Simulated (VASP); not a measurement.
Input of a VASP 6.6.1 run:

The input INCAR:

```
SYSTEM = MgB2
AGGAC = 1.0 ; AGGAX = 1.0
ALDAC = 0.0 ; ALDAX = 1.0
ALGO = Normal ; EDIFF = 1E-6
ENCUT = 520 ; GGA = B5
ISIF = 2 ; ISMEAR = -1
IVDW = 13 ; LASPH = .TRUE.
LCHARG = .TRUE. ; LELF = .TRUE.
LREAL = .FALSE. ; LVHAR = .TRUE.
LWAVE = .FALSE. ; NBANDS = 11
NELM = 60 ; PREC = Accurate
SIGMA = 0.05 ; VDW_A1 = 0.44488865
VDW_A2 = 4.0933009 ; VDW_S6 = 1.0
VDW_S8 = 2.34076671
```

KPOINTS

```
k-points
0
G
  10 10 8
  0 0 0
```

Contents of POSCAR:

```
MgB2
1.0
    3.0486665717      0.0000000000      0.0000000000
   -1.5243332858      2.6402226988      0.0000000000
    0.0000000000      0.0000000000      3.4313783445
Mg B
1 2
Direct
    0.0000000000      0.0000000000      0.0000000000
    0.6666666667      0.3333333333      0.5000000000
    0.3333333333      0.6666666667      0.5000000000
```

Potentials or basis: VASP PAW PBE potentials, release 64 (Mg, B).

Launch:

```sh
$ cat potpaw_PBE.64/Mg/POTCAR potpaw_PBE.64/B/POTCAR > POTCAR
$ mpirun -np 1 vasp_std > vasp.out
```

Estimate the band gap on the k mesh.

zero (bands 4 and 5 overlap by 2.55 eV).

Predict the dispersion energy per atom.

-0.437 eV.

Stress tensor (GPa, compression positive):
```
-0.17  0.00  0.00
 0.00 -0.17  0.00
 0.00  0.00 -0.33
```

Caveat: the PAW data sets were made with another functional, which shifts forces and pressure a little.
